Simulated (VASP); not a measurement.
# SrAl3O2 (P6/mmm) in VASP: further runs, part 2 of 2

VASP 6.6.1.

## (3) Relaxation of cell and atoms, PBE

The input, INCAR:

```
PREC = Accurate ; ENCUT = 600
EDIFF = 1E-7 ; ISMEAR = 0
SIGMA = 0.1 ; LREAL = False
LASPH = True ; NELM = 60
ALGO = Normal ; ISIF = 3
LWAVE = False ; LCHARG = False
GGA = PE ; IBRION = 2
NSW = 90 ; EDIFFG = -0.04
```

The input, KPOINTS:

```
Automatic mesh
0
Gamma
  3 3 6
```

The input, POSCAR:

```
SrAl3O2
1.0
    6.2104935163      0.0000000000      0.0000000000
   -3.1052467581      5.3784451551      0.0000000000
    0.0000000000      0.0000000000      3.1022398835
Sr Al O
1 3 2
Direct
    0.0000000000      0.0000000000      0.5000000000
    0.5000000000      0.0000000000      0.5000000000
    0.0000000000      0.5000000000      0.5000000000
    0.5000000000      0.5000000000      0.5000000000
    0.3333333333      0.6666666667      0.0000000000
    0.6666666667      0.3333333333      0.0000000000
```

Potentials or basis: VASP PAW PBE potentials, release 64 (Sr_sv, Al, O).

Started as:

```sh
> cat potpaw_PBE.64/Sr_sv/POTCAR potpaw_PBE.64/Al/POTCAR potpaw_PBE.64/O/POTCAR > POTCAR
> mpirun -np 1 vasp_std > vasp.out
```

OUTCAR:

```text
PREC = Accurate
   ENCUT = 600
   EDIFF = 1E-7
   ISMEAR = 0
   LREAL = False
   LASPH = True
   NELM = 60
   ISIF = 3
   GGA = PE
   IBRION = 2
   NSW = 90
   EDIFFG = -0.04

 ion  position               nearest neighbor table
   1  0.000  0.000  0.500-   3 3.11   3 3.11   4 3.11   4 3.11   2 3.11   2 3.11
   2  0.500  0.000  0.500-   5 2.37   6 2.37   5 2.37   6 2.37   4 3.11   4 3.11   3 3.11   3 3.11
                             1 3.11   1 3.11
   3  0.000  0.500  0.500-   5 2.37   6 2.37   5 2.37   6 2.37   1 3.11   1 3.11   2 3.11   2 3.11
                             4 3.11   4 3.11
   4  0.500  0.500  0.500-   5 2.37   6 2.37   5 2.37   6 2.37   2 3.11   2 3.11   1 3.11   1 3.11
                             3 3.11   3 3.11
[... 461 lines left out ...]
  Total        0.1844405      0.1844405      0.0267672      0.0000000      0.0000000      0.0000000
  in kB        2.8517320      2.8517320      0.4138618      0.0000000      0.0000000      0.0000000
  external PRESSURE =       2.0391086 kB  Pullay stress =       0.0000000 kB

 VOLUME and BASIS-vectors are now :
 -----------------------------------------------------------------------------
  energy-cutoff  :      600.00
  volume of cell :      103.62
      direct lattice vectors                 reciprocal lattice vectors
     6.210493516  0.000000000  0.000000000     0.161017800  0.092963670  0.000000000
    -3.105246758  5.378445155  0.000000000     0.000000000  0.185927340  0.000000000
     0.000000000  0.000000000  3.102239883     0.000000000  0.000000000  0.322347735

 POSITION                                       TOTAL-FORCE (eV/Angst)
 -----------------------------------------------------------------------------------
      0.00000      0.00000      1.55112        -0.000000      0.000000      0.000000
      3.10525      0.00000      1.55112        -0.000000      0.000000      0.000000
     -1.55262      2.68922      1.55112        -0.000000      0.000000      0.000000
      1.55262      2.68922      1.55112        -0.000000      0.000000      0.000000
     -0.00000      3.58563      0.00000        -0.000000     -0.000000      0.000000
      3.10525      1.79282      0.00000         0.000000      0.000000      0.000000
 -----------------------------------------------------------------------------------
    total drift:                                0.000000     -0.000000     -0.000000

  FREE ENERGIE OF THE ION-ELECTRON SYSTEM (eV)
  ---------------------------------------------------
  free  energy   TOTEN  =       -24.4866075579 eV

  energy  without entropy=      -24.4601617908  energy(sigma->0) =      -24.47338467

 reached required accuracy - stopping structural energy minimisation
```

OSZICAR:

```text
N       E                     dE             d eps       ncg     rms          rms(c)
DAV:   1     0.170477853510E+03    0.17048E+03   -0.15268E+04   456   0.158E+03
DAV:   2    -0.104418500173E+02   -0.18092E+03   -0.17595E+03   605   0.283E+02
DAV:   3    -0.265908393270E+02   -0.16149E+02   -0.15730E+02   689   0.820E+01
DAV:   4    -0.272076702913E+02   -0.61683E+00   -0.60863E+00   633   0.129E+01
DAV:   5    -0.272237155255E+02   -0.16045E-01   -0.16033E-01   586   0.186E+00    0.217E+01
DAV:   6    -0.254683282947E+02    0.17554E+01   -0.32441E+01   489   0.312E+01    0.159E+01
DAV:   7    -0.245151259052E+02    0.95320E+00   -0.64919E+00   539   0.148E+01    0.834E+00
DAV:   8    -0.244975851088E+02    0.17541E-01   -0.49008E-01   489   0.478E+00    0.118E+00
DAV:   9    -0.244859740296E+02    0.11611E-01   -0.76896E-02   542   0.161E+00    0.548E-01
DAV:  10    -0.244865372248E+02   -0.56320E-03   -0.52109E-03   576   0.434E-01    0.259E-01
DAV:  11    -0.244865936937E+02   -0.56469E-04   -0.23864E-04   573   0.113E-01    0.110E-01
DAV:  12    -0.244866087736E+02   -0.15080E-04   -0.47909E-05   541   0.583E-02    0.220E-02
DAV:  13    -0.244866076987E+02    0.10749E-05   -0.28134E-06   619   0.118E-02    0.566E-03
DAV:  14    -0.244866078189E+02   -0.12015E-06   -0.99212E-07   557   0.693E-03    0.188E-03
DAV:  15    -0.244866076082E+02    0.21062E-06   -0.57832E-08   289   0.190E-03    0.579E-04
DAV:  16    -0.244866075579E+02    0.50319E-07   -0.20279E-08   243   0.958E-04
   1 F= -.24486608E+02 E0= -.24473385E+02  d E =-.244866E+02
```

CONTCAR:

```text
SrAl3O2
   1.00000000000000
     6.2104935162999997    0.0000000000000000    0.0000000000000000
    -3.1052467580999998    5.3784451550999997    0.0000000000000000
     0.0000000000000000    0.0000000000000000    3.1022398834999998
  Sr              Al              O
     1     3     2
Direct
     0.0000000000000000    0.0000000000000000    0.5000000000000000
     0.5000000000000000    0.0000000000000000    0.5000000000000000
     0.0000000000000000    0.5000000000000000    0.5000000000000000
     0.5000000000000000    0.5000000000000000    0.5000000000000000
     0.3333333332999970    0.6666666667000030    0.0000000000000000
     0.6666666667000030    0.3333333332999970    0.0000000000000000

  0.00000000E+00  0.00000000E+00  0.00000000E+00
  0.00000000E+00  0.00000000E+00  0.00000000E+00
  0.00000000E+00  0.00000000E+00  0.00000000E+00
  0.00000000E+00  0.00000000E+00  0.00000000E+00
  0.00000000E+00  0.00000000E+00  0.00000000E+00
  0.00000000E+00  0.00000000E+00  0.00000000E+00
```

It took 30 s on 1 thread of Intel Xeon 6975P-C (Granite Rapids), shared host; peak memory 0.25 GiB.

Results:

| Item | Value |
| --- | --- |
| Free energy | -24.4866 eV |
| Pressure after relaxing | 0.2 GPa |

Final structure:
```yaml
crystal:
  lattice:
    - [6.21049, 0.00000, 0.00000]
    - [-3.10525, 5.37845, 0.00000]
    - [0.00000, 0.00000, 3.10224]
  atoms:
    - { symbol: Sr, position: [0.00000, 0.00000, 0.50000] }
    - { symbol: Al, position: [0.50000, 0.00000, 0.50000] }
    - { symbol: Al, position: [0.00000, 0.50000, 0.50000] }
    - { symbol: Al, position: [0.50000, 0.50000, 0.50000] }
    - { symbol: O, position: [0.33333, 0.66667, 0.00000] }
    - { symbol: O, position: [0.66667, 0.33333, 0.00000] }
```

Levels at points of the mesh, in eV from the Fermi level:
| k point | band 13 | band 14 | band 15 | band 16 | band 17 | band 18 |
| --- | --- | --- | --- | --- | --- | --- |
| (0.00, 0.00, 0.00) | -3.61 | 0.01 | 0.02 | 0.02 | 0.08 | 0.08 |
| (0.00, 0.00, 0.50) | -1.70 | -1.70 | -0.74 | -0.34 | 0.38 | 0.38 |

Caveat: the k points lie up to 0.39 Å⁻¹ apart in the final cell; the relaxation stopped at its first step, so nothing moved; an odd number of electrons without spin polarisation forces a metal; a magnetic or distorted state may lie lower.

## (4) Single point, PBE

This run uses another cell than the first one, of 17.34 Å³/atom, 1.004 times its volume.

The input, INCAR:

```
SYSTEM = SrAl3O2
PREC = Accurate
ENCUT = 520
EDIFF = 1E-7
ISMEAR = 0
SIGMA = 0.1
LREAL = .False.
LASPH = .True.
NELM = 80
ALGO = Normal
ISIF = 2
LWAVE = .False.
LCHARG = .False.
GGA = PE
NBANDS = 24
```

The input, KPOINTS:

```
regular mesh
0
Gamma
  6 6 12
  0 0 0
```

POSCAR: that of step 3 with these lines changed.

```diff
@@ -2,5 +2,5 @@
 1.0
-    6.2104935163      0.0000000000      0.0000000000
-   -3.1052467581      5.3784451551      0.0000000000
-    0.0000000000      0.0000000000      3.1022398835
+    6.2220502812      0.0000000000      0.0000000000
+   -3.1110251406      5.3884536072      0.0000000000
+    0.0000000000      0.0000000000      3.1025884937
 Sr Al O
```

Potentials or basis: VASP PAW PBE potentials, release 64 (Sr_sv, Al, O).

Started as:

```sh
> cat potpaw_PBE.64/Sr_sv/POTCAR potpaw_PBE.64/Al/POTCAR potpaw_PBE.64/O/POTCAR > POTCAR
> mpirun -np 1 vasp_std > vasp.out
```

OUTCAR:

```text
SYSTEM = SrAl3O2
   PREC = Accurate
   ENCUT = 520
   EDIFF = 1E-7
   ISMEAR = 0
   LREAL = .False.
   LASPH = .True.
   NELM = 80
   ISIF = 2
   GGA = PE

 ion  position               nearest neighbor table
   1  0.000  0.000  0.500-   2 3.11   2 3.11   4 3.11   3 3.11   3 3.11   4 3.11
   2  0.500  0.000  0.500-   5 2.37   6 2.37   5 2.37   6 2.37   1 3.11   1 3.11   4 3.11   4 3.11
                             3 3.11   3 3.11
   3  0.000  0.500  0.500-   5 2.37   6 2.37   5 2.37   6 2.37   4 3.11   4 3.11   1 3.11   1 3.11
                             2 3.11   2 3.11
   4  0.500  0.500  0.500-   5 2.37   6 2.37   5 2.37   6 2.37   3 3.11   3 3.11   1 3.11   2 3.11
                             2 3.11   1 3.11
   5  0.333  0.667  0.000-   3 2.37   3 2.37   2 2.37   2 2.37   4 2.37   4 2.37
   6  0.667  0.333  0.000-   3 2.37   3 2.37   2 2.37   2 2.37   4 2.37   4 2.37

  LATTYP: Found a hexagonal cell.
 ALAT       =     6.2220502812
 C/A-ratio  =     0.4986440729

  Lattice vectors:

 A1 = (   6.2220502812,   0.0000000000,   0.0000000000)
 A2 = (  -3.1110251406,   5.3884536072,   0.0000000000)
 A3 = (   0.0000000000,   0.0000000000,   3.1025884937)

Analysis of symmetry for initial positions (statically):
[... 183 lines left out ...]

 val. band max:        5.5278849020   @ k =   0.3333   0.1667   0.3333
 cond. band min:       5.5535093116   @ k =   0.3333   0.0000   0.0833
 fundamental gap:      0.0256244096
 Fermi energy:         5.5353184972

 k-point     1 :       0.0000    0.0000    0.0000
  band No.  band energies     occupation
      1     -30.4659      2.00000
      2     -13.4797      2.00000
      3     -13.1889      2.00000
      4     -12.5010      2.00000
      5     -12.5010      2.00000
      6     -11.9845      2.00000
[... 637 lines left out ...]
     23      10.1721      0.00000
     24      10.6155      0.00000

 [... further k-points ...]
[... 5 lines left out ...]
  --------------------------------------------------------------------------------------
  -------------------------------------------------------------------------------------
  Total        0.0082590      0.0082590      0.0275967      0.0000000      0.0000000      0.0000000
  in kB        0.1272085      0.1272085      0.4250557      0.0000000      0.0000000      0.0000000
  external PRESSURE =       0.2264909 kB  Pullay stress =       0.0000000 kB

 VOLUME and BASIS-vectors are now :
 -----------------------------------------------------------------------------
  energy-cutoff  :      520.00
  volume of cell :      104.02
      direct lattice vectors                 reciprocal lattice vectors
     6.222050281  0.000000000  0.000000000     0.160718727  0.092791000  0.000000000
    -3.111025141  5.388453607  0.000000000     0.000000000  0.185582000  0.000000000
     0.000000000  0.000000000  3.102588494     0.000000000  0.000000000  0.322311516

 POSITION                                       TOTAL-FORCE (eV/Angst)
 -----------------------------------------------------------------------------------
      0.00000      0.00000      1.55129         0.000000      0.000000      0.000000
      3.11103      0.00000      1.55129         0.000000      0.000000      0.000000
     -1.55551      2.69423      1.55129         0.000000      0.000000      0.000000
      1.55551      2.69423      1.55129         0.000000      0.000000      0.000000
     -0.00000      3.59230      0.00000        -0.000000      0.000000      0.000000
      3.11103      1.79615      0.00000         0.000000      0.000000      0.000000
 -----------------------------------------------------------------------------------
    total drift:                               -0.000000      0.000000      0.000000

  FREE ENERGIE OF THE ION-ELECTRON SYSTEM (eV)
  ---------------------------------------------------
  free  energy   TOTEN  =       -24.4654612895 eV

  energy  without entropy=      -24.4449385911  energy(sigma->0) =      -24.45519994
```

It took 92 s on 1 thread of Intel Xeon 6975P-C (Granite Rapids), shared host; peak memory 0.29 GiB.

Results:

| Item | Value |
| --- | --- |
| Free energy | -24.4655 eV |
| Pressure | 0.0 GPa |

Caveat: an odd number of electrons without spin polarisation forces a metal; a magnetic or distorted state may lie lower.

## (5) Overview

```csv
task,cell,k mesh,cutoff (eV),gap on the mesh (eV),pressure (GPa)
single point,"a = 6.210, b = 6.210, c = 3.102 Å, angles 90.0, 90.0, 120.0°, 6 atoms",3 × 3 × 6,520,none,0.3
relaxation of cell and atoms,"relaxed from a = 6.210, b = 6.210, c = 3.102 Å, angles 90.0, 90.0, 120.0°, 6 atoms",3 × 3 × 6,600,none,0.2
single point,"a = 6.222, b = 6.222, c = 3.103 Å, angles 90.0, 90.0, 120.0°, 6 atoms",6 × 6 × 12,520,none,0.0
```

Alike in all rows: level PBE; potentials or basis VASP PAW PBE potentials, release 64 (Sr_sv, Al, O); no spin polarisation; smearing gaussian 0.1 eV.

Caveats: some runs use coarse meshes; an odd number of electrons without spin polarisation forces a metal; a magnetic or distorted state may lie lower; the relaxation stopped at its first step, so nothing moved (some runs).

Absolute energies hang on the potentials; compare differences alone.
